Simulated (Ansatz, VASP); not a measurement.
# Two plane-wave programs on KTaO3

```
K Ta O
1.0
     4.14974    0.00000    0.00000
     0.00000    4.14974    0.00000
     0.00000    0.00000    3.93862
K Ta O
1 1 3
Cartesian
  0.0000 0.0000 0.0000
  2.0749 2.0749 1.9693
  2.0749 2.0749 0.0000
  2.0749 0.0000 1.9693
  0.0000 2.0749 1.9693
```

Change from the starting cell: epitaxial_xy strain +4.0%.

Alike in both runs: task single point; functional r2SCAN; k mesh 6 × 6 × 6; non-collinear spin, spin-orbit coupling.

```csv
,VASP,Ansatz
version,VASP 6.6.1,Ansatz 0.2.0
potentials or method,"VASP PAW PBE potentials, release 64 (K_sv, Ta_pv, O)","plane waves, PAW"
plane-wave cutoff (eV),520,500
occupations,"gaussian, width 0.01 eV",fixed
valence electrons in the cell,38,40
```

Ansatz gave:

| Item | Value |
| --- | --- |
| pressure (GPa) | -11.1 |
| traceless stress, the component that is largest in VASP (GPa) | 10.86 |

**Question.** Estimate VASP's values.

**Answer.** Pressure (GPa): -10.1; traceless stress, the component that is largest in VASP (GPa): 11.08.

VASP's potentials were made for PBE, not for r2SCAN. VASP's potentials hold 38 valence electrons a cell and Ansatz's 40, so a difference there can come from the potentials and not from the codes.
